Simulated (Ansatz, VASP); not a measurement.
# Two plane-wave programs on H

Contents of INCAR:

```
PREC     = Accurate       # precision mode
ENCUT    = 520            # plane-wave cutoff, eV
EDIFF    = 1E-6           # SCF threshold, eV
ISMEAR   = 0              # smearing method
SIGMA    = 0.05           # smearing width, eV
LREAL    = False          # projectors in reciprocal space
LASPH    = True           # aspherical terms in the spheres
NELM     = 100            # most SCF steps
ALGO     = Normal         # electronic algorithm
ISIF     = 2              # what is computed and relaxed
LWAVE    = False          # write WAVECAR
LCHARG   = False          # write CHGCAR
GGA      = PE             # functional
NBANDS   = 8              # bands
```

The input KPOINTS:

```
regular mesh
0
Gamma
  8 8 8
```

Contents of POSCAR:

```
H
1.0
   -1.8479118842      1.8479118842      2.2855640979
    1.8479118842     -1.8479118842      2.2855640979
    1.8618233914      1.8618233914     -2.2855640979
H
2
Direct
    0.9178910720      0.9178910720      0.0000000000
    0.0821089280      0.0821089280      0.0000000000
```

Input for Ansatz:

```yaml
crystal:
  lattice:
    - [-1.8479118842, 1.8479118842, 2.2855640979]
    - [1.8479118842, -1.8479118842, 2.2855640979]
    - [1.8618233914, 1.8618233914, -2.2855640979]
  atoms:
    - { symbol: H, position: [0.917891072, 0.917891072, 0.0] }
    - { symbol: H, position: [0.082108928, 0.082108928, 0.0] }
basis:
  ecutwfc: 420
kpoints:
  mp_grid: { grid: [8, 8, 8] }
hamiltonian:
  xc: pbe
scf:
  occupations: { method: gaussian, width: 0.05 }
output:
  forces: true
  stress: true
  eigenvalues: true
```

Change from the starting cell: strain +0.0075 x Voigt [0, 0, 0, 0, 0, 1], atoms carried along.

Alike in both runs: task single point; functional PBE; k mesh 8 × 8 × 8; occupations gaussian, width 0.05 eV; no spin polarisation.

|  | VASP | Ansatz |
| --- | --- | --- |
| version | VASP 6.6.1 | Ansatz 0.2.0 |
| potentials or method | VASP PAW PBE potentials, release 64 (H), cutoff 520 eV | scalar-relativistic, plane waves, PAW |
| valence electrons in the cell | 2 | 2 |

Ansatz gave:

```
gap on the k mesh at the Fermi level (eV) : 9.27
least direct gap on the mesh (eV)         : 9.75
pressure (GPa)                            : 0.0
rms of the force components (eV/Å)        : 0.001
```

Question: Which values does VASP return?

Answer: gap on the k mesh at the Fermi level (eV): 9.28; least direct gap on the mesh (eV): 9.75; pressure (GPa): -0.1; rms of the force components (eV/Å): 0.005.

Atom by atom the forces differ by 0.007 eV/Å (rms over components).
